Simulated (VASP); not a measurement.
A run of VASP 6.6.1 is set up as follows.

The input INCAR:

```
SYSTEM = W
ALGO     = Normal         ! electronic algorithm
DIPOL    = 0.5 0.5 0.500
EDIFF    = 1E-6           ! SCF threshold, eV
ENCUT    = 520            ! plane-wave cutoff, eV
GGA      = PS             ! functional
IDIPOL   = 3            
ISIF     = 2              ! what is computed and relaxed
ISMEAR   = 1              ! smearing method
LASPH    = .True.         ! aspherical terms in the spheres
LCHARG   = .True.         ! write CHGCAR
LDIPOL   = .True.       
LELF     = .True.         ! ELF
LREAL    = .False.        ! projectors in reciprocal space
LVACPOTAV= .True.       
LVHAR    = .True.       
LWAVE    = .False.        ! write WAVECAR
NBANDS   = 58             ! bands
NELM     = 80             ! most SCF steps
PREC     = Accurate       ! precision mode
SIGMA    = 0.1            ! smearing width, eV
```

File KPOINTS:

```
k-points
0
Gamma
  9 9 1
  0 0 0
```

The input POSCAR:

```
W
1.0
    7.7267942460      0.0000000000      0.0000000000
    1.2877990410      2.8796061970      0.0000000000
    0.0000000000      0.0000000000     20.2321395050
W
7
Direct
    0.0000000000      0.0000000000      0.3954104803
    0.3000000000      0.2000000000      0.4302736536
    0.6000000000      0.4000000000      0.4651368268
    0.9000000000      0.6000000000      0.5000000000
    0.2000000000      0.8000000000      0.5348631732
    0.5000000000      0.0000000000      0.5697263464
    0.8000000000      0.2000000000      0.6045895197
```

Potentials or basis: VASP PAW PBE potentials, release 64 (W_sv).

Launch:

```sh
$ cat potpaw_PBE.64/W_sv/POTCAR > POTCAR
$ mpirun -np 1 vasp_std > vasp.out
```

**Question.** Predict the band gap on the k mesh.

**Answer.** Zero (bands 49 and 50 overlap by 0.24 eV).

**Question.** What does it give for the largest force?

**Answer.** 2.166 eV/Å.

Forces in eV/Å, atoms in the order of the input:
```
W    0.730 -0.327  2.013
W   -1.182  0.528  0.918
W   -0.348  0.155  0.488
W    0.000  0.000  0.000
W    0.348 -0.155 -0.488
W    1.182 -0.528 -0.918
W   -0.730  0.327 -2.013
```

Caveat: the PAW data sets were made with another functional, which shifts forces and pressure a little; spin-orbit coupling is left out, which moves the levels of the heavy elements.
